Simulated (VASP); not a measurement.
The system is W.

```xyz
1
Lattice="-1.5928 1.5928 1.5928 1.5928 -1.5928 1.5928 1.5928 1.5928 -1.5928" Properties=species:S:1:pos:R:3 pbc="T T T"
W     0.0000    0.0000    0.0000
```

Base run:

```yaml
Program: VASP 6.6.1
Functional: LDA
Potentials_or_basis: VASP PAW LDA potentials, release 64 (W_sv)
Cutoff: 520 eV
k_mesh: 12 × 12 × 12
Occupations: fermi-dirac, width 0.05 eV
Spin: no spin polarisation
```

Its results: pressure -12.9 GPa.

Q: The run is repeated on the same cell with these changes: spin from no spin polarisation to non-collinear spin, zero start, spin-orbit coupling; further incar settings from ALGO = Normal; EDIFF = 1e-06; NBANDS = 13 to ALGO = Fast; EDIFF = 1e-06; NBANDS = 25. What comes out?

A: Pressure -11.8 GPa; net moment 0.00 μB per cell.
